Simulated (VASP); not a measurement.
# Si (Fd-3m) in VASP: further runs, part 2 of 2

VASP 6.6.1. The steps go on from the part before.

### Step 3. Single point, PBE (volume scaled by 0.97)

The input, INCAR:

```
PREC = Accurate ; ENCUT = 520
EDIFF = 1E-6 ; ISMEAR = 0
SIGMA = 0.02 ; LREAL = F
LASPH = T ; NELM = 60
ALGO = Normal ; ISIF = 2
LWAVE = F ; LCHARG = T
GGA = PE ; LELF = T
LVHAR = T ; NBANDS = 11
```

The input, KPOINTS:

```
regular mesh
0
Gamma
  10 10 10
```

The input, POSCAR:

```
Si
1.0
    0.0000000000      2.7072118078      2.7072118078
    2.7072118078      0.0000000000      2.7072118078
    2.7072118078      2.7072118078      0.0000000000
Si
2
Direct
    0.7500000000      0.7500000000      0.7500000000
    0.5000000000      0.5000000000      0.5000000000
```

Potentials or basis: VASP PAW PBE potentials, release 64 (Si).

Command:

```sh
cat potpaw_PBE.64/Si/POTCAR > POTCAR
mpirun -np 1 vasp_std > vasp.out
```

OUTCAR:

```text
PREC = Accurate
   ENCUT = 520
   EDIFF = 1E-6
   ISMEAR = 0
   LREAL = F
   LASPH = T
   NELM = 60
   ISIF = 2
   GGA = PE

 ion  position               nearest neighbor table
   1  0.750  0.750  0.750-   2 2.34   2 2.34   2 2.34   2 2.34
   2  0.500  0.500  0.500-   1 2.34   1 2.34   1 2.34   1 2.34

  LATTYP: Found a face centered cubic cell.
 ALAT       =     5.4144236156

  Lattice vectors:

 A1 = (   0.0000000000,   2.7072118078,   2.7072118078)
 A2 = (   2.7072118078,   0.0000000000,   2.7072118078)
 A3 = (   2.7072118078,   2.7072118078,   0.0000000000)

Analysis of symmetry for initial positions (statically):
=====================================================================
 Subroutine PRICEL returns:
 Original cell was already a primitive cell.

 Routine SETGRP: Setting up the symmetry group for a
 face centered cubic supercell.

 Subroutine GETGRP returns: Found 48 space group operations
 (whereof 24 operations were pure point group operations)
 out of a pool of 48 trial point group operations.

The static configuration has the point symmetry T_d .
 The point group associated with its full space group is O_h .

Analysis of symmetry for dynamics (positions and initial velocities):
=====================================================================
 Subroutine PRICEL returns:
 Original cell was already a primitive cell.

 Routine SETGRP: Setting up the symmetry group for a
 face centered cubic supercell.

 Subroutine GETGRP returns: Found 48 space group operations
 (whereof 24 operations were pure point group operations)
 out of a pool of 48 trial point group operations.

The dynamic configuration has the point symmetry T_d .
 The point group associated with its full space group is O_h .

 Subroutine INISYM returns: Found 48 space group operations
 (whereof 24 operations are pure point group operations),
 and found     1 'primitive' translations

----------------------------------------------------------------------------------------

                                     Primitive cell

[... 119 lines left out ...]
   LEPSILON=     F    determine dielectric tensor
   LRPA    =     F    only Hartree local field effects (RPA)
 non-spin polarized calculation
 Gauss-broadening in eV      SIGMA  =   0.02
  energy-cutoff  :      520.00
  volume of cell :       39.68
 maximum number of plane-waves:      1090
   NGX = 15   NGY = 15   NGZ = 15

 number of electron       8.0000001 magnetization

 Free energy of the ion-electron system (eV)
  ---------------------------------------------------
  ext. energy  EPLUGINS =         0.00000000
  ---------------------------------------------------
  free energy    TOTEN  =       -10.83878113 eV

  energy without entropy =      -10.83878113  energy(sigma->0) =      -10.83878113

 E-fermi :   6.0553     XC(G=0):  -9.4445

 val. band max:        5.9172782344   @ k =   0.0000   0.0000   0.0000
 cond. band min:       6.4831655404   @ k =   0.4000   0.4000   0.0000
 fundamental gap:      0.5658873060
 Fermi energy:         6.0552665800

 k-point     1 :       0.0000    0.0000    0.0000
  band No.  band energies     occupation
      1      -6.1023      2.00000
      2       5.9173      2.00000
      3       5.9173      2.00000
      4       5.9173      2.00000
      5       8.4867      0.00000
      6       8.4867      0.00000
      7       8.4867      0.00000
      8       9.3953      0.00000
      9      13.6419      0.00000
     10      13.6419      0.00000
     11      13.9127      0.00000
[... 309 lines left out ...]
 k-point    24 :       0.4000    0.3000    0.0000
  band No.  band energies     occupation
      1      -3.9228      2.00000
      2       0.4883      2.00000
      3       3.0385      2.00000
      4       3.4651      2.00000
      5       6.9570      0.00000
      6       8.1534      0.00000
      7      12.9187      0.00000
      8      13.0220      0.00000
      9      16.4150      0.00000
     10      16.7963      0.00000
     11      18.1411      0.00000

 [... further k-points ...]

------------------------ aborting loop because EDIFF is reached ----------------------------------------

  FORCE on cell =-STRESS in cart. coord.  units (eV):
  Direction    XX          YY          ZZ          XY          YZ          ZX
  --------------------------------------------------------------------------------------
  -------------------------------------------------------------------------------------
  Total        0.7028320      0.7028320      0.7028320      0.0000000      0.0000000      0.0000000
  in kB       28.3769312     28.3769312     28.3769312      0.0000000      0.0000000      0.0000000
  external PRESSURE =      28.3769312 kB  Pullay stress =       0.0000000 kB

 VOLUME and BASIS-vectors are now :
 -----------------------------------------------------------------------------
  energy-cutoff  :      520.00
  volume of cell :       39.68
      direct lattice vectors                 reciprocal lattice vectors
     0.000000000  2.707211808  2.707211808    -0.184691866  0.184691866  0.184691866
     2.707211808  0.000000000  2.707211808     0.184691866 -0.184691866  0.184691866
     2.707211808  2.707211808  0.000000000     0.184691866  0.184691866 -0.184691866

 POSITION                                       TOTAL-FORCE (eV/Angst)
 -----------------------------------------------------------------------------------
      4.06082      4.06082      4.06082         0.000000     -0.000000      0.000000
      2.70721      2.70721      2.70721        -0.000000      0.000000     -0.000000
 -----------------------------------------------------------------------------------
    total drift:                               -0.000000      0.000000     -0.000000

  FREE ENERGIE OF THE ION-ELECTRON SYSTEM (eV)
  ---------------------------------------------------
  free  energy   TOTEN  =       -10.8387811333 eV

  energy  without entropy=      -10.8387811333  energy(sigma->0) =      -10.83878113
```

OSZICAR:

```text
N       E                     dE             d eps       ncg     rms          rms(c)
DAV:   1     0.795180863134E+01    0.79518E+01   -0.32309E+03  1034   0.586E+02
DAV:   2    -0.104739624235E+02   -0.18426E+02   -0.17798E+02  1350   0.861E+01
DAV:   3    -0.110200025213E+02   -0.54604E+00   -0.54462E+00  1293   0.132E+01
DAV:   4    -0.110242830855E+02   -0.42806E-02   -0.42800E-02  1238   0.151E+00
DAV:   5    -0.110243256054E+02   -0.42520E-04   -0.42520E-04  1323   0.138E-01    0.494E+00
DAV:   6    -0.108956225605E+02    0.12870E+00   -0.74169E-02  1160   0.112E+00    0.301E+00
DAV:   7    -0.108373101591E+02    0.58312E-01   -0.14158E-01  1168   0.166E+00    0.192E-01
DAV:   8    -0.108385551726E+02   -0.12450E-02   -0.61314E-03  1169   0.423E-01    0.820E-02
DAV:   9    -0.108387551255E+02   -0.19995E-03   -0.19000E-04  1261   0.851E-02    0.604E-02
DAV:  10    -0.108387806355E+02   -0.25510E-04   -0.22148E-05  1210   0.271E-02    0.601E-03
DAV:  11    -0.108387811333E+02   -0.49787E-06   -0.20467E-06  1276   0.744E-03
   1 F= -.10838781E+02 E0= -.10838781E+02  d E =-.718296E-25
```

stdout:

```text
POSCAR found type information on POSCAR Si
 POSCAR found :  1 types and       2 ions
 scaLAPACK will be used
 LDA part: xc-table for (Slater+PW92), standard interpolation
 POSCAR, INCAR and KPOINTS ok, starting setup
 FFT: planning ... GRIDC
 FFT: planning ... GRID_SOFT
 FFT: planning ... GRID
 WAVECAR not read
 entering main loop
```

It took 10 s on 1 thread of Intel Xeon Platinum 8488C (Sapphire Rapids), shared host; peak memory 0.15 GiB.

Results:

```
Free energy            : -10.8388 eV
Pressure               : 2.8 GPa
Band gap on the k mesh : 0.57 eV, indirect (least direct gap 2.57 eV)
```

 A k mesh can miss the band edges.
